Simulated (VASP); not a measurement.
# Rh (I4/mmm) in VASP: a series of runs

The runs below take Rh through electric field gradients, with PBEsol.

Program: VASP 6.6.1. These are calculated values, not measurements. Logs are shortened: lines on timing, memory, paths and dates and some standing lists are left out, and cuts for length are marked.

## (1) The cell of the first run

The structure is tetragonal, space group I4/mmm (No. 139). The conventional cell has a = 2.635 Å, b = 2.635 Å, c = 3.803 Å, α = 90.00°, β = 90.00°, γ = 90.00°. Rh (site symmetry 4/mmm) has 12 Rh at 2.64 to 2.66 Å within 3.5 Å.

## (2) Electric field gradients, PBEsol (equal xx and yy strain of -2 %)

The input, INCAR:

```
SYSTEM = Rh
  PREC = Accurate
  ENCUT = 520
  EDIFF = 1E-8
  ISMEAR = -1
  SIGMA = 0.08
  LREAL = .FALSE.
  LASPH = .TRUE.
  NELM = 100
  ALGO = Normal
  ISIF = 2
  LWAVE = .FALSE.
  LCHARG = .FALSE.
  GGA = PS
  LEFG = .TRUE.
  NBANDS = 14
```

The input, KPOINTS:

```
regular mesh
0
G
  16 16 16
  0 0 0
```

The input, POSCAR:

```
Rh
1.0
    0.0000000000      1.8635190000      1.9015500000
    1.8635190000      0.0000000000      1.9015500000
    1.8635190000      1.8635190000      0.0000000000
Rh
1
Direct
    0.0000000000      0.0000000000      0.0000000000
```

Potentials or basis: VASP PAW PBE potentials, release 64 (Rh_pv).

Run with:

```
cat potpaw_PBE.64/Rh_pv/POTCAR > POTCAR
mpirun -np 1 vasp_std > vasp.out
```

OUTCAR:

```text
SYSTEM = Rh
   PREC = Accurate
   ENCUT = 520
   EDIFF = 1E-8
   ISMEAR = -1
   LREAL = .FALSE.
   LASPH = .TRUE.
   NELM = 100
   ISIF = 2
   GGA = PS

 ion  position               nearest neighbor table
   1  0.000  0.000  0.000-

  LATTYP: Found a body centered tetragonal cell.
 ALAT       =     2.6354138435
 C/A-ratio  =     1.4430750636

  Lattice vectors:

 A1 = (  -1.8635190000,   0.0000000000,   1.9015500000)
 A2 = (   1.8635190000,   0.0000000000,   1.9015500000)
 A3 = (   0.0000000000,   1.8635190000,  -1.9015500000)

Analysis of symmetry for initial positions (statically):
=====================================================================
 Subroutine PRICEL returns:
 Original cell was already a primitive cell.

 Routine SETGRP: Setting up the symmetry group for a
 body centered tetragonal supercell.

 Subroutine GETGRP returns: Found 16 space group operations
 (whereof 16 operations were pure point group operations)
 out of a pool of 16 trial point group operations.

The static configuration has the point symmetry D_4h.

Analysis of symmetry for dynamics (positions and initial velocities):
=====================================================================
 Subroutine PRICEL returns:
 Original cell was already a primitive cell.

 Routine SETGRP: Setting up the symmetry group for a
 body centered tetragonal supercell.

 Subroutine GETGRP returns: Found 16 space group operations
 (whereof 16 operations were pure point group operations)
 out of a pool of 16 trial point group operations.

The dynamic configuration has the point symmetry D_4h.

 Subroutine INISYM returns: Found 16 space group operations
 (whereof 16 operations are pure point group operations),
 and found     1 'primitive' translations

----------------------------------------------------------------------------------------

                                     Primitive cell

  volume of cell :      13.2070

  direct lattice vectors                    reciprocal lattice vectors
     0.000000000  1.863519000  1.901550000    -0.268309580  0.268309580  0.262943388
     1.863519000  0.000000000  1.901550000     0.268309580 -0.268309580  0.262943388
     1.863519000  1.863519000  0.000000000     0.268309580  0.268309580 -0.262943388

  length of vectors
     2.662441636  2.662441636  2.635413844     0.461648445  0.461648445  0.461648445

  position of ions in fractional coordinates (direct lattice)
     0.000000000  0.000000000  0.000000000

  ion indices of the primitive-cell ions
   primitive index   ion index
                 1           1

----------------------------------------------------------------------------------------

 KPOINTS: regular mesh

Automatic generation of k-mesh.
 Grid dimensions read from file:
 generate k-points for:   16   16   16

 Generating k-lattice:

  Cartesian coordinates                     Fractional coordinates (reciprocal lattice)
    -0.016769349  0.016769349  0.016433962     0.062500000 -0.000000000  0.000000000
     0.016769349 -0.016769349  0.016433962    -0.000000000  0.062500000  0.000000000
     0.016769349  0.016769349 -0.016433962     0.000000000  0.000000000  0.062500000

  Length of vectors
     0.028853028  0.028853028  0.028853028

  Shift w.r.t. Gamma in fractional coordinates (k-lattice)
     0.000000000  0.000000000  0.000000000

 Subroutine IBZKPT returns following result:
 ===========================================

 Found    349 irreducible k-points:

 Following reciprocal coordinates:
            Coordinates               Weight
  0.000000  0.000000  0.000000      1.000000
  0.062500  0.000000  0.000000      8.000000
  0.125000  0.000000  0.000000      8.000000
  0.187500  0.000000  0.000000      8.000000
  0.250000  0.000000  0.000000      8.000000
  0.312500  0.000000  0.000000      8.000000
[... 16 lines left out ...]
 -0.125000  0.062500  0.000000      8.000000
 -0.062500  0.062500  0.000000      4.000000
 [... further k-points ...]
   k-points           NKPTS =    349   k-points in BZ     NKDIM =    349   number of bands    NBANDS=     14
   number of dos      NEDOS =    301   number of ions     NIONS =      1
   total plane-waves  NPLWV =   8000
   dimension x,y,z NGX =    20 NGY =   20 NGZ =   20
   dimension x,y,z NGXF=    40 NGYF=   40 NGZF=   40
   ions per type =               1
   NGX,Y,Z   is equivalent  to a cutoff of  12.49, 12.49, 12.62 a.u.
   NGXF,Y,Z  is equivalent  to a cutoff of  24.98, 24.98, 25.23 a.u.
 SYSTEM =  Rh
   PREC   = accura    normal or accurate (medium, high low for compatibility)
   ISTART =      0    job   : 0-new  1-cont  2-samecut
   ICHARG =      2    charge: 1-file 2-atom 10-const
   ISPIN  =      1    spin polarized calculation?
   LNONCOLLINEAR =      F non collinear calculations
   LSORBIT =      F    spin-orbit coupling
   LASPH  =      T    aspherical Exc in radial PAW
   ENCUT  =  520.0 eV  38.22 Ry    6.18 a.u.   4.95  4.95  4.90*2*pi/ulx,y,z
   NELM   =    100;   NELMIN=  2; NELMDL= -5     # of ELM steps
   EDIFF  = 0.1E-07   stopping-criterion for ELM
   LREAL  =      F    real-space projection
   EDIFFG = 0.1E-06   stopping-criterion for IOM
   NSW    =      0    number of steps for IOM
   IBRION =     -1    ionic relax: 0-MD 1-quasi-New 2-CG
   NFREE  =      0    steps in history (QN), initial steepest desc. (CG)
   ISIF   =      2    stress and relaxation
   ISYM   =      2    0-nonsym 1-usesym 2-fastsym
   POTIM  = 0.5000    time-step for ionic-motion
   TEBEG  =    0.0;   TEEND  =   0.0 temperature during run
   PSTRESS=    0.0 pullay stress
   NELECT =      15.0000    total number of electrons
   NUPDOWN=      -1.0000    fix difference up-down
   EMIN   =  10.00;   EMAX   =-10.00  energy-range for DOS
   EFERMI =   0.00;   METHOD = LEGACY
   ISMEAR =    -1;   SIGMA  =   0.08  broadening in eV -4-tet -1-fermi 0-gaus
   EFERMI_NEDOS =   21; number of points for ismear=-14 and -15
   IALGO  =     38    algorithm
   IMIX   =      4    mixing-type and parameters
     AMIX     =   0.40;   BMIX     =  1.00
     AMIX_MAG =   1.60;   BMIX_MAG =  1.00
  volume/ion in A,a.u.               =      13.21        89.13
  Fermi-wavevector in a.u.,A,eV,Ry     =   1.708061  3.227768 39.694635  2.917473
  Thomas-Fermi vector in A             =   2.786799
   LORBIT       =      0    0 simple, 1 ext, 2 COOP (PROOUT), +10 PAW based schemes
   GGA     = PS    functional components
   LHFCALC =     F    Hartree Fock is set to
   AEXX    =    0.0000 exact exchange contribution
   IVDW    =     0    specifies the selected vdW correction
   LEPSILON=     F    determine dielectric tensor
   LRPA    =     F    only Hartree local field effects (RPA)
 non-spin polarized calculation
  energy-cutoff  :      520.00
  volume of cell :       13.21
 maximum number of plane-waves:       368
   NGX =  9   NGY =  9   NGZ =  9

 number of electron      15.0000002 magnetization

 Free energy of the ion-electron system (eV)
  ---------------------------------------------------
  ext. energy  EPLUGINS =         0.00000000
  ---------------------------------------------------
  free energy    TOTEN  =        -8.14163261 eV

  energy without entropy =       -8.11390590  energy(sigma->0) =       -8.12776925

 E-fermi :  12.5040     XC(G=0): -14.4782

 val. band max:       12.5032183919   @ k =   0.3125   0.1875   0.0000
 cond. band min:      12.5063060051   @ k =  -0.3750   0.2500   0.0000
 fundamental gap:      0.0030876132
 Fermi energy:        12.5040216555

 k-point     1 :       0.0000    0.0000    0.0000
  band No.  band energies     occupation
      1     -33.8981      2.00000
      2     -33.8868      2.00000
      3     -33.8868      2.00000
      4       4.1539      2.00000
      5       9.0626      2.00000
      6       9.2976      2.00000
      7       9.2976      2.00000
      8      11.3221      2.00000
      9      11.6081      1.99997
     10      28.4112      0.00000
     11      32.7673      0.00000
     12      33.6519      0.00000
     13      34.3087      0.00000
     14      34.3087      0.00000

 k-point     2 :       0.0625    0.0000    0.0000
  band No.  band energies     occupation
      1     -33.9249      2.00000
      2     -33.8984      2.00000
      3     -33.8908      2.00000
      4       4.3179      2.00000
      5       9.0656      2.00000
      6       9.2841      2.00000
      7       9.3629      2.00000
      8      11.2894      2.00000
      9      11.5654      1.99998
     10      28.6588      0.00000
[... 362 lines left out ...]
 k-point    24 :      -0.0625    0.0625    0.0000
  band No.  band energies     occupation
      1     -33.9711      2.00000
      2     -33.9214      2.00000
      3     -33.8918      2.00000
      4       4.5881      2.00000
      5       9.0609      2.00000
      6       9.2816      2.00000
      7       9.4519      2.00000
      8      11.3673      2.00000
      9      11.3905      2.00000
     10      29.0476      0.00000
     11      32.4707      0.00000
     12      32.7806      0.00000
     13      33.7927      0.00000
     14      35.2347      0.00000

 [... further k-points ...]
[... 5 lines left out ...]
  --------------------------------------------------------------------------------------
  -------------------------------------------------------------------------------------
  Total        0.7459126      0.7459126      0.2859979      0.0000000     -0.0000000      0.0000000
  in kB       90.4884453     90.4884453     34.6950898      0.0000000     -0.0000000      0.0000000
  external PRESSURE =      71.8906601 kB  Pullay stress =       0.0000000 kB

 VOLUME and BASIS-vectors are now :
 -----------------------------------------------------------------------------
  energy-cutoff  :      520.00
  volume of cell :       13.21
      direct lattice vectors                 reciprocal lattice vectors
     0.000000000  1.863519000  1.901550000    -0.268309580  0.268309580  0.262943388
     1.863519000  0.000000000  1.901550000     0.268309580 -0.268309580  0.262943388
     1.863519000  1.863519000  0.000000000     0.268309580  0.268309580 -0.262943388

 POSITION                                       TOTAL-FORCE (eV/Angst)
 -----------------------------------------------------------------------------------
      0.00000      0.00000      0.00000         0.000000      0.000000      0.000000
 -----------------------------------------------------------------------------------
    total drift:                                0.000000     -0.000000      0.000000

  FREE ENERGIE OF THE ION-ELECTRON SYSTEM (eV)
  ---------------------------------------------------
  free  energy   TOTEN  =        -8.1416326078 eV

  energy  without entropy=       -8.1139058983  energy(sigma->0) =       -8.12776925

 Electric field gradients (V/A^2)
---------------------------------------------------------------------
 ion       V_xx      V_yy      V_zz      V_xy      V_xz      V_yz
---------------------------------------------------------------------
   1      -0.825    -0.825     1.649     0.002     0.001     0.001
---------------------------------------------------------------------

 Electric field gradients after diagonalization (V/A^2)
 (convention: |V_zz| > |V_xx| > |V_yy|)
----------------------------------------------------------------------
 ion       V_xx      V_yy      V_zz     asymmetry (V_yy - V_xx)/ V_zz
----------------------------------------------------------------------
   1      -0.826    -0.823     1.649       0.002
----------------------------------------------------------------------

           NMR quadrupolar parameters

 Cq : quadrupolar parameter    Cq=e*Q*V_zz/h
 eta: asymmetry parameters     (V_yy - V_xx)/ V_zz
 Q  : nuclear electric quadrupole moment in mb (millibarn)
----------------------------------------------------------------------
 ion       Cq(MHz)       eta       Q (mb)
----------------------------------------------------------------------
   1       0.004       0.002       1.000
----------------------------------------------------------------------
```

Wall time 59 s (1 thread of Intel Xeon Platinum 8259CL at 2.50GHz (Skylake/Cascade Lake), shared host); peak memory 0.17 GiB.

Results:

```yaml
Free_energy: -8.1416 eV
Pressure: 7.2 GPa
```

Stress tensor (GPa, compression positive):
```
9.05 0.00 0.00
0.00 9.05 0.00
0.00 0.00 3.47
```

Levels at points of the mesh, in eV from the Fermi level:
```csv
k point,band 4,band 5,band 6,band 7,band 8,band 9,band 10,band 11
"(0.00, 0.00, 0.00)",-8.35,-3.44,-3.21,-3.21,-1.18,-0.90,15.91,20.26
"(0.50, 0.00, 0.00)",-6.50,-3.49,-3.25,0.57,0.62,0.69,9.02,15.41
"(0.50, 0.50, 0.00)",-6.73,-6.33,0.63,1.06,1.06,2.95,12.37,13.73
"(0.50, 0.00, 0.50)",-6.74,-6.35,0.60,0.98,1.18,3.39,12.95,13.23
```

Electric field gradients, principal values (V/Å²):
```
atom   least  middle  greatest (by size)
1 Rh  -0.823  -0.826               1.649
```

Caveat: the cell differs from its parent crystal (equal xx and yy strain of -2 %); without QUAD_EFG the Cq values of the log hold for a quadrupole moment of 1 mb, not for the nuclei; the PAW data sets were made with another functional, which shifts forces and pressure a little.

## (3) Electric field gradients, PBEsol (equal xx and yy strain of +2 %)

The input, INCAR:

```
PREC = Accurate
ENCUT = 520
EDIFF = 1E-8
ISMEAR = -1
SIGMA = 0.08
LREAL = F
LASPH = T
NELM = 80
ALGO = Normal
ISIF = 2
LWAVE = F
LCHARG = F
GGA = PS
LEFG = T
NBANDS = 14
```

The input, KPOINTS:

```
Automatic mesh
0
Gamma
  16 16 16
```

The input, POSCAR:

```
Rh
1.0
    0.0000000000      1.9395810000      1.9015500000
    1.9395810000      0.0000000000      1.9015500000
    1.9395810000      1.9395810000      0.0000000000
Rh
1
Direct
    0.0000000000      0.0000000000      0.0000000000
```

Potentials or basis: VASP PAW PBE potentials, release 64 (Rh_pv).

Run with:

```
cat potpaw_PBE.64/Rh_pv/POTCAR > POTCAR
mpirun -np 1 vasp_std > vasp.out
```

OUTCAR:

```text
PREC = Accurate
   ENCUT = 520
   EDIFF = 1E-8
   ISMEAR = -1
   LREAL = F
   LASPH = T
   NELM = 80
   ISIF = 2
   GGA = PS

 ion  position               nearest neighbor table
   1  0.000  0.000  0.000-

  LATTYP: Found a body centered tetragonal cell.
 ALAT       =     2.7429817555
 C/A-ratio  =     1.3864838847

  Lattice vectors:

 A1 = (   0.0000000000,  -1.9395810000,  -1.9015500000)
 A2 = (   0.0000000000,   1.9395810000,  -1.9015500000)
 A3 = (   1.9395810000,   0.0000000000,   1.9015500000)
[... 612 lines left out ...]
    total drift:                                0.000000      0.000000      0.000000

  FREE ENERGIE OF THE ION-ELECTRON SYSTEM (eV)
  ---------------------------------------------------
  free  energy   TOTEN  =        -8.1114429739 eV

  energy  without entropy=       -8.0800234756  energy(sigma->0) =       -8.09573322

 Electric field gradients (V/A^2)
---------------------------------------------------------------------
 ion       V_xx      V_yy      V_zz      V_xy      V_xz      V_yz
---------------------------------------------------------------------
   1       0.954     0.954    -1.907    -0.001     0.000     0.000
---------------------------------------------------------------------

 Electric field gradients after diagonalization (V/A^2)
 (convention: |V_zz| > |V_xx| > |V_yy|)
----------------------------------------------------------------------
 ion       V_xx      V_yy      V_zz     asymmetry (V_yy - V_xx)/ V_zz
----------------------------------------------------------------------
   1       0.955     0.953    -1.907       0.001
----------------------------------------------------------------------

           NMR quadrupolar parameters

 Cq : quadrupolar parameter    Cq=e*Q*V_zz/h
 eta: asymmetry parameters     (V_yy - V_xx)/ V_zz
 Q  : nuclear electric quadrupole moment in mb (millibarn)
----------------------------------------------------------------------
 ion       Cq(MHz)       eta       Q (mb)
----------------------------------------------------------------------
   1      -0.005       0.001       1.000
----------------------------------------------------------------------
```

OSZICAR:

```text
N       E                     dE             d eps       ncg     rms          rms(c)
DAV:   1     0.119068841707E+03    0.11907E+03   -0.87475E+03  9826   0.113E+03
DAV:   2    -0.720115595687E+01   -0.12627E+03   -0.12059E+03 10726   0.338E+02
DAV:   3    -0.874675764737E+01   -0.15456E+01   -0.15432E+01 11824   0.413E+01
DAV:   4    -0.875259557629E+01   -0.58379E-02   -0.58375E-02 11338   0.261E+00
DAV:   5    -0.875264796814E+01   -0.52392E-04   -0.52392E-04 11722   0.219E-01    0.100E+01
DAV:   6    -0.813218492810E+01    0.62046E+00   -0.10993E+00 10630   0.143E+01    0.294E+00
DAV:   7    -0.811597855931E+01    0.16206E-01   -0.22114E-02 11338   0.151E+00    0.144E+00
DAV:   8    -0.811158404300E+01    0.43945E-02   -0.40845E-03 10570   0.869E-01    0.149E-01
DAV:   9    -0.811143799062E+01    0.14605E-03   -0.18481E-04 10402   0.192E-01    0.212E-02
DAV:  10    -0.811144299256E+01   -0.50019E-05   -0.26782E-06 11230   0.185E-02    0.354E-03
DAV:  11    -0.811144301908E+01   -0.26515E-07   -0.43475E-07 11320   0.893E-03    0.428E-04
DAV:  12    -0.811144297617E+01    0.42903E-07   -0.81869E-09  7186   0.133E-03    0.760E-05
DAV:  13    -0.811144297388E+01    0.22951E-08   -0.41407E-10  5144   0.281E-04
   1 F= -.81114430E+01 E0= -.80957332E+01  d E =-.314195E-01
```

Run time: 47 s. Hardware: 1 thread of Intel Xeon Platinum 8259CL at 2.50GHz (Skylake/Cascade Lake), shared host; peak memory 0.18 GiB.

What came out:

```yaml
Free_energy: -8.1114 eV
Pressure: -14.5 GPa
```

Levels at points of the mesh, in eV from the Fermi level:
```tsv
k point	band 3	band 4	band 5	band 6	band 7	band 8	band 9	band 10	band 11	band 12
(0.00, 0.00, 0.00)	-46.25	-7.75	-2.97	-2.97	-2.77	-1.04	-0.80	15.97	20.49	20.99
(0.50, 0.00, 0.00)	-46.33	-5.83	-3.07	-2.86	0.49	0.60	0.71	8.20	15.44	20.50
(0.50, 0.50, 0.00)	-46.51	-5.97	-5.63	0.52	0.94	0.94	3.42	12.10	12.76	12.76
(0.50, 0.00, 0.50)	-46.47	-5.97	-5.61	0.53	0.84	1.01	3.00	11.55	13.03	13.22
```

Electric field gradients, principal values (V/Å²):
| atom | least | middle | greatest (by size) |
| --- | --- | --- | --- |
| 1 Rh | 0.953 | 0.955 | -1.907 |

Caveat: the cell differs from its parent crystal (equal xx and yy strain of +2 %); without QUAD_EFG the Cq values of the log hold for a quadrupole moment of 1 mb, not for the nuclei; the PAW data sets were made with another functional, which shifts forces and pressure a little.

(Part 1 of 2 ends here.)
